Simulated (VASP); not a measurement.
# PrH2Ir (Cmmm) in VASP: a series of runs

Runs on PrH2Ir. Level: PBE. Tasks: single point, relaxation of cell and atoms.

All numbers are computed with VASP 6.6.1; they aren't measurements. Logs are shortened: lines on timing, memory, paths and dates and some standing lists are left out, and cuts for length are marked.

**1. The cell of the first run**

Symmetry: Cmmm, No. 65, orthorhombic system. Conventional cell: a = 3.564 Å, b = 5.523 Å, c = 5.749 Å, α = 90.00°, β = 90.00°, γ = 90.00°. Within 3.8 Å of Pr (site symmetry mmm) lie 2 Ir at 2.87 Å and 6 Pr at 3.29 to 3.56 Å and 12 H at 3.42 to 3.50 Å. H (site symmetry m2m) has 3 H at 1.80 to 2.03 Å and 3 Ir at 1.86 to 2.00 Å within 2.4 Å. Ir (site symmetry mmm) has 6 H at 1.86 to 2.00 Å within 2.5 Å.

**2. Single point, PBE**

File INCAR:

```
SYSTEM = PrH2Ir
PREC = Accurate ; ENCUT = 500
EDIFF = 1E-6 ; ISMEAR = -4
SIGMA = 0.1 ; LREAL = .False.
LASPH = .True. ; NELM = 200
ALGO = Normal ; ISIF = 2
LWAVE = .False. ; LCHARG = .False.
GGA = PE ; NBANDS = 19
GGA_COMPAT = .False. ; LMAXMIX = 6
```

File KPOINTS:

```
Automatic mesh
0
Gamma
  16 16 8
  0 0 0
```

File POSCAR:

```
PrH2Ir
1.0
    1.7819141021     -2.7614216404      0.0000000000
    1.7819141021      2.7614216404      0.0000000000
    0.0000000000      0.0000000000      5.7486851592
Pr H Ir
1 2 1
Direct
    0.0000000000      0.0000000000      0.5000000000
    0.6628990103      0.3371009897      0.0000000000
    0.3371009897      0.6628990103      0.0000000000
    0.0000000000      0.0000000000      0.0000000000
```

Potentials or basis: VASP PAW PBE potentials, release 64 (Pr_3, H, Ir), 4f in core.

Launch:

```sh
cat potpaw_PBE.64/Pr_3/POTCAR potpaw_PBE.64/H/POTCAR potpaw_PBE.64/Ir/POTCAR > POTCAR
mpirun -np 1 vasp_std > vasp.out
```

OUTCAR:

```text
SYSTEM = PrH2Ir
   PREC = Accurate
   ENCUT = 500
   EDIFF = 1E-6
   ISMEAR = -4
   LREAL = .False.
   LASPH = .True.
   NELM = 200
   ISIF = 2
   GGA = PE

 ion  position               nearest neighbor table
   1  0.000  0.000  0.500-   4 2.87   4 2.87
   2  0.663  0.337  0.000-   4 1.86   4 2.00   4 2.00
   3  0.337  0.663  0.000-   4 1.86   4 2.00   4 2.00
   4  0.000  0.000  0.000-   2 1.86   3 1.86   2 2.00   3 2.00   2 2.00   3 2.00   1 2.87   1 2.87

  LATTYP: Found a base centered orthorhombic cell.
 ALAT       =     3.5638282042
 B/A-ratio  =     1.5496940269
 C/A-ratio  =     1.6130646119

  Lattice vectors:

 A1 = (   1.7819141021,  -2.7614216404,   0.0000000000)
 A2 = (   1.7819141021,   2.7614216404,   0.0000000000)
 A3 = (   0.0000000000,   0.0000000000,   5.7486851592)

Analysis of symmetry for initial positions (statically):
=====================================================================
 Subroutine PRICEL returns:
 Original cell was already a primitive cell.

 Routine SETGRP: Setting up the symmetry group for a
 base centered orthorhombic supercell.

 Subroutine GETGRP returns: Found  8 space group operations
 (whereof  8 operations were pure point group operations)
 out of a pool of  8 trial point group operations.

The static configuration has the point symmetry D_2h.

Analysis of symmetry for dynamics (positions and initial velocities):
=====================================================================
 Subroutine PRICEL returns:
 Original cell was already a primitive cell.

 Routine SETGRP: Setting up the symmetry group for a
 base centered orthorhombic supercell.

 Subroutine GETGRP returns: Found  8 space group operations
 (whereof  8 operations were pure point group operations)
 out of a pool of  8 trial point group operations.

The dynamic configuration has the point symmetry D_2h.

 Subroutine INISYM returns: Found  8 space group operations
 (whereof  8 operations are pure point group operations),
 and found     1 'primitive' translations

----------------------------------------------------------------------------------------

                                     Primitive cell

  volume of cell :      56.5741

  direct lattice vectors                    reciprocal lattice vectors
     1.781914102 -2.761421640  0.000000000     0.280597140 -0.181066155  0.000000000
     1.781914102  2.761421640  0.000000000     0.280597140  0.181066155  0.000000000
     0.000000000  0.000000000  5.748685159     0.000000000  0.000000000  0.173952821

  length of vectors
     3.286436877  3.286436877  5.748685159     0.333945665  0.333945665  0.173952821

  position of ions in fractional coordinates (direct lattice)
     0.000000000  0.000000000  0.500000000
     0.662899010  0.337100990  0.000000000
     0.337100990  0.662899010  0.000000000
     0.000000000  0.000000000  0.000000000

  ion indices of the primitive-cell ions
   primitive index   ion index
                 1           1
                 2           2
                 3           3
                 4           4

----------------------------------------------------------------------------------------

 KPOINTS: Automatic mesh

Automatic generation of k-mesh.
 Grid dimensions read from file:
 generate k-points for:   16   16    8

 Generating k-lattice:

  Cartesian coordinates                     Fractional coordinates (reciprocal lattice)
     0.017537321 -0.011316635  0.000000000     0.062500000  0.000000000  0.000000000
     0.017537321  0.011316635  0.000000000     0.000000000  0.062500000  0.000000000
     0.000000000  0.000000000  0.021744103     0.000000000  0.000000000  0.125000000

  Length of vectors
     0.020871604  0.020871604  0.021744103

  Shift w.r.t. Gamma in fractional coordinates (k-lattice)
     0.000000000  0.000000000  0.000000000

 TETIRR: Found   3072 inequivalent tetrahedra from    12288

 Subroutine IBZKPT returns following result:
 ===========================================

 Found    365 irreducible k-points:

 Following reciprocal coordinates:
            Coordinates               Weight
  0.000000  0.000000  0.000000      1.000000
  0.062500  0.000000  0.000000      4.000000
  0.125000  0.000000  0.000000      4.000000
  0.187500 -0.000000  0.000000      4.000000
  0.250000  0.000000  0.000000      4.000000
  0.312500 -0.000000  0.000000      4.000000
[... 16 lines left out ...]
 -0.125000  0.062500  0.000000      4.000000
 -0.062500  0.062500  0.000000      2.000000
 [... further k-points ...]
   k-points           NKPTS =    365   k-points in BZ     NKDIM =    365   number of bands    NBANDS=     19
   number of dos      NEDOS =    301   number of ions     NIONS =      4
   total plane-waves  NPLWV =  24192
   dimension x,y,z NGX =    24 NGY =   24 NGZ =   42
   dimension x,y,z NGXF=    48 NGYF=   48 NGZF=   84
   ions per type =               1   2   1
   NGX,Y,Z   is equivalent  to a cutoff of  12.14, 12.14, 12.15 a.u.
   NGXF,Y,Z  is equivalent  to a cutoff of  24.28, 24.28, 24.29 a.u.
 SYSTEM =  PrH2Ir
   PREC   = accura    normal or accurate (medium, high low for compatibility)
   ISTART =      0    job   : 0-new  1-cont  2-samecut
   ICHARG =      2    charge: 1-file 2-atom 10-const
   ISPIN  =      1    spin polarized calculation?
   LNONCOLLINEAR =      F non collinear calculations
   LSORBIT =      F    spin-orbit coupling
   LASPH  =      T    aspherical Exc in radial PAW
   ENCUT  =  500.0 eV  36.75 Ry    6.06 a.u.   5.99  5.99 10.48*2*pi/ulx,y,z
   NELM   =    200;   NELMIN=  2; NELMDL= -5     # of ELM steps
   EDIFF  = 0.1E-05   stopping-criterion for ELM
   LREAL  =      F    real-space projection
[... 7 lines left out ...]
   TEBEG  =    0.0;   TEEND  =   0.0 temperature during run
   PSTRESS=    0.0 pullay stress
   NELECT =      22.0000    total number of electrons
   NUPDOWN=      -1.0000    fix difference up-down
   EMIN   =  10.00;   EMAX   =-10.00  energy-range for DOS
   EFERMI =   0.00;   METHOD = LEGACY
   ISMEAR =    -4;   SIGMA  =   0.10  broadening in eV -4-tet -1-fermi 0-gaus
   EFERMI_NEDOS =   21; number of points for ismear=-14 and -15
   IALGO  =     38    algorithm
   IMIX   =      4    mixing-type and parameters
     AMIX     =   0.40;   BMIX     =  1.00
     AMIX_MAG =   1.60;   BMIX_MAG =  1.00
  volume/ion in A,a.u.               =      14.14        95.45
  Fermi-wavevector in a.u.,A,eV,Ry     =   1.194932  2.258093 19.427236  1.427862
  Thomas-Fermi vector in A             =   2.330910
   LORBIT       =      0    0 simple, 1 ext, 2 COOP (PROOUT), +10 PAW based schemes
   GGA     = PE    functional components
   LHFCALC =     F    Hartree Fock is set to
   AEXX    =    0.0000 exact exchange contribution
   IVDW    =     0    specifies the selected vdW correction
   LEPSILON=     F    determine dielectric tensor
   LRPA    =     F    only Hartree local field effects (RPA)
 non-spin polarized calculation
 Fermi weights with tetrahedron method witout Bloechl corrections
  energy-cutoff  :      500.00
  volume of cell :       56.57
 maximum number of plane-waves:      1468
   NGX = 11   NGY = 11   NGZ = 21

 number of electron      21.9999999 magnetization

 Free energy of the ion-electron system (eV)
  ---------------------------------------------------
  ext. energy  EPLUGINS =         0.00000000
  ---------------------------------------------------
  free energy    TOTEN  =       -19.01612770 eV

  energy without entropy =      -19.01612770  energy(sigma->0) =      -19.01612770

 E-fermi :   5.1996     XC(G=0): -10.7699

 val. band max:        5.2805361934   @ k =   0.4375   0.2500   0.5000
 cond. band min:       5.0714287093   @ k =   0.4375   0.3125   0.2500
 fundamental gap:     -0.2091074841
 Fermi energy:         5.1995536293

 k-point     1 :       0.0000    0.0000    0.0000
  band No.  band energies     occupation
      1     -31.3698      2.00000
      2     -13.5518      2.00000
      3     -12.4461      2.00000
      4     -12.2546      2.00000
      5      -5.7986      2.00000
      6       0.9800      2.00000
[... 11 lines left out ...]
     18      12.0708      0.00000
     19      14.7824      0.00000

 k-point     2 :       0.0625    0.0000    0.0000
  band No.  band energies     occupation
      1     -31.3607      2.00000
      2     -13.5408      2.00000
      3     -12.5018      2.00000
      4     -12.2906      2.00000
      5      -5.7142      2.00000
      6       1.0010      2.00000
[... 11 lines left out ...]
     18      12.0069      0.00000
     19      15.0959      0.00000

 k-point     3 :       0.1250    0.0000    0.0000
  band No.  band energies     occupation
      1     -31.3347      2.00000
      2     -13.5092      2.00000
      3     -12.6962      2.00000
      4     -12.3505      2.00000
      5      -5.4654      2.00000
      6       0.7994      2.00000
[... 11 lines left out ...]
     18      11.7549      0.00000
     19      14.5718      0.00000

 k-point     4 :       0.1875   -0.0000    0.0000
  band No.  band energies     occupation
      1     -31.2954      2.00000
      2     -13.4613      2.00000
      3     -13.0044      2.00000
      4     -12.4059      2.00000
      5      -5.0657      2.00000
      6       0.2469      2.00000
[... 407 lines left out ...]
     18      11.6195      0.00000
     19      14.1545      0.00000

 k-point    23 :      -0.1250    0.0625    0.0000
  band No.  band energies     occupation
      1     -31.3360      2.00000
      2     -13.5123      2.00000
      3     -12.6143      2.00000
      4     -12.4021      2.00000
      5      -5.5105      2.00000
      6       1.0211      2.00000
[... 11 lines left out ...]
     18      11.9516      0.00000
     19      15.2349      0.00000

 k-point    24 :      -0.0625    0.0625    0.0000
  band No.  band energies     occupation
      1     -31.3570      2.00000
      2     -13.5370      2.00000
      3     -12.4733      2.00000
      4     -12.3465      2.00000
      5      -5.6955      2.00000
      6       1.0065      2.00000
[... 11 lines left out ...]
     18      12.0513      0.00000
     19      15.3042      0.00000

 [... further k-points ...]

------------------------ aborting loop because EDIFF is reached ----------------------------------------

  FORCE on cell =-STRESS in cart. coord.  units (eV):
  Direction    XX          YY          ZZ          XY          YZ          ZX
  --------------------------------------------------------------------------------------
  -------------------------------------------------------------------------------------
  Total        0.0568494      0.1485471     -0.0051762     -0.0000000      0.0000000      0.0000000
  in kB        1.6099721      4.2068468     -0.1465901     -0.0000000      0.0000000      0.0000000
  external PRESSURE =       1.8900763 kB  Pullay stress =       0.0000000 kB

 VOLUME and BASIS-vectors are now :
 -----------------------------------------------------------------------------
  energy-cutoff  :      500.00
  volume of cell :       56.57
      direct lattice vectors                 reciprocal lattice vectors
     1.781914102 -2.761421640  0.000000000     0.280597140 -0.181066155  0.000000000
     1.781914102  2.761421640  0.000000000     0.280597140  0.181066155  0.000000000
     0.000000000  0.000000000  5.748685159     0.000000000  0.000000000  0.173952821

 POSITION                                       TOTAL-FORCE (eV/Angst)
 -----------------------------------------------------------------------------------
      0.00000      0.00000      2.87434        -0.000000      0.000000      0.000000
      1.78191     -0.89967      0.00000         0.000000      0.025055      0.000000
      1.78191      0.89967      0.00000         0.000000     -0.025055      0.000000
      0.00000      0.00000      0.00000         0.000000      0.000000      0.000000
 -----------------------------------------------------------------------------------
    total drift:                                0.000000      0.000000      0.000000

  FREE ENERGIE OF THE ION-ELECTRON SYSTEM (eV)
  ---------------------------------------------------
  free  energy   TOTEN  =       -19.0161276957 eV

  energy  without entropy=      -19.0161276957  energy(sigma->0) =      -19.01612770
```

Wall time 4.1 min (1 thread of Intel Xeon Platinum 8259CL at 2.50GHz (Skylake/Cascade Lake), shared host); peak memory 0.51 GiB.

Results:

```yaml
Free_energy: -19.0161 eV
Pressure: 0.2 GPa
Largest_force: 0.025 eV/Å
Band_gap_on_the_k_mesh: zero (bands 11 and 12 overlap by 1.76 eV)
```

Forces on the atoms (eV/Å):
```
Pr   0.000  0.000  0.000
H    0.000  0.025  0.000
H    0.000 -0.025  0.000
Ir   0.000  0.000  0.000
```

Stress tensor (GPa, compression positive):
```
 0.16  0.00  0.00
 0.00  0.42  0.00
 0.00  0.00 -0.01
```

Levels at points of the mesh, in eV from the Fermi level:
| k point | band 9 | band 10 | band 11 | band 12 | band 13 | band 14 |
| --- | --- | --- | --- | --- | --- | --- |
| (0.00, 0.00, 0.00) | -2.16 | -2.02 | -1.92 | 0.24 | 0.39 | 0.76 |
| (0.50, 0.00, 0.00) | -2.23 | -1.74 | -1.53 | -0.06 | 1.25 | 4.34 |
| (0.50, 0.50, 0.00) | -2.65 | -1.89 | -1.17 | 0.33 | 1.28 | 3.76 |
| (0.00, 0.00, 0.50) | -2.18 | -1.79 | -1.71 | -0.91 | 0.38 | 0.68 |
| (0.50, 0.00, 0.50) | -1.88 | -1.74 | -1.69 | 0.01 | 0.31 | 0.94 |
| (0.50, 0.50, 0.50) | -2.10 | -1.81 | -1.17 | 0.17 | 0.88 | 1.52 |

Caveat: spin-orbit coupling is left out, which moves the levels of the heavy elements; the 4f electrons are frozen in the core, so they carry no moment and show no levels. Spin polarisation is off, so any magnetic state and its effect on volume and gap are missing.

**3. Relaxation of cell and atoms, PBE**

This run uses another cell than the first one, of 14.17 Å³/atom.

File INCAR:

```
ALGO = Normal
EDIFF = 1E-7
EDIFFG = -0.01
ENCUT = 500
GGA = PE
GGA_COMPAT = F
IBRION = 2
ISIF = 3
ISMEAR = 0
LASPH = T
LCHARG = F
LMAXMIX = 6
LREAL = F
LWAVE = F
NELM = 200
NELMIN = 4
NSW = 100
PREC = Accurate
SIGMA = 0.1
```

File KPOINTS:

```
k-points
0
Gamma
  16 16 8
```

File POSCAR:

```
PrH2Ir
1.0
    1.7471860168     -2.7967699287      0.0000000000
    1.7471860168      2.7967699287      0.0000000000
    0.0000000000      0.0000000000      5.8004503461
Pr H Ir
1 2 1
Direct
    0.0000000000      0.0000000000      0.5000000000
    0.6632032112      0.3367967888      0.0000000000
    0.3367967888      0.6632032112      0.0000000000
    0.0000000000      0.0000000000      0.0000000000
```

Potentials or basis: VASP PAW PBE potentials, release 64 (Pr_3, H, Ir), 4f in core.

Launch:

```sh
cat potpaw_PBE.64/Pr_3/POTCAR potpaw_PBE.64/H/POTCAR potpaw_PBE.64/Ir/POTCAR > POTCAR
mpirun -np 1 vasp_std > vasp.out
```

It took 12 min on 1 thread of Intel Xeon 6975P-C (Granite Rapids), shared host; peak memory 0.49 GiB.

It converged, with:

| Property | Result |
| --- | --- |
| Free energy | -19.0427 eV |
| Energy gained by relaxing | 1.4 meV/atom |
| Ionic steps | 12 |
| Pressure after relaxing | -0.1 GPa |
| Largest force after relaxing | 0.003 eV/Å |
| Band gap on the k mesh | zero (bands 11 and 12 overlap by 1.69 eV) |

Forces in eV/Å, atoms in the order of the input:
```
Pr   0.000  0.000  0.000
H    0.000  0.003  0.000
H    0.000 -0.003  0.000
Ir   0.000  0.000  0.000
```

The path:
| step | energy change (eV) | largest force (eV/Å) | pressure (GPa) | volume (Å³) |
| --- | --- | --- | --- | --- |
| 1 | 0.0000 | 0.0049 | -0.16 | 56.69 |
| 2 | -0.0040 | 0.0126 | 0.06 | 56.57 |
| 3 | -0.0047 | 0.0174 | 0.21 | 56.50 |
| 4 | -0.0049 | 0.0150 | -0.04 | 56.66 |
| 5 | -0.0050 | 0.0140 | -0.16 | 56.73 |
| 6 | -0.0052 | 0.0045 | -0.13 | 56.73 |
| 7 | -0.0055 | 0.0179 | -0.06 | 56.71 |
| 8 | -0.0055 | 0.0251 | -0.04 | 56.71 |
| 9 | -0.0056 | 0.0223 | 0.03 | 56.66 |
| 10 | -0.0057 | 0.0176 | 0.14 | 56.58 |
| 11 | -0.0057 | 0.0118 | 0.06 | 56.63 |
| 12 | -0.0058 | 0.0030 | -0.06 | 56.69 |

Final structure:
```cif
data_structure
_symmetry_space_group_name_H-M 'P 1'
_symmetry_Int_Tables_number 1
_cell_length_a 3.2962
_cell_length_b 3.2962
_cell_length_c 5.7421
_cell_angle_alpha 90.000
_cell_angle_beta 90.000
_cell_angle_gamma 114.675
_cell_volume 56.69
loop_
_atom_site_label
_atom_site_type_symbol
_atom_site_fract_x
_atom_site_fract_y
_atom_site_fract_z
_atom_site_occupancy
Pr1 Pr 0.00000 0.00000 0.50000 1
H1 H 0.66312 0.33688 0.00000 1
H2 H 0.33688 0.66312 0.00000 1
Ir1 Ir 0.00000 0.00000 0.00000 1
```

Levels at points of the mesh, in eV from the Fermi level:
| k point | band 9 | band 10 | band 11 | band 12 | band 13 | band 14 |
| --- | --- | --- | --- | --- | --- | --- |
| (0.00, 0.00, 0.00) | -2.16 | -1.99 | -1.89 | 0.28 | 0.42 | 0.80 |
| (0.50, 0.00, 0.00) | -2.21 | -1.68 | -1.53 | -0.03 | 1.29 | 4.38 |
| (0.50, 0.50, 0.00) | -2.61 | -1.87 | -1.15 | 0.33 | 1.32 | 3.80 |
| (0.00, 0.00, 0.50) | -2.14 | -1.75 | -1.68 | -0.89 | 0.42 | 0.72 |
| (0.50, 0.00, 0.50) | -1.84 | -1.75 | -1.62 | 0.04 | 0.34 | 0.97 |
| (0.50, 0.50, 0.50) | -2.08 | -1.77 | -1.15 | 0.20 | 0.87 | 1.52 |

Caveat: spin-orbit coupling is left out, which moves the levels of the heavy elements; the 4f electrons are frozen in the core, so they carry no moment and show no levels. Spin polarisation is off, so any magnetic state and its effect on volume and gap are missing.
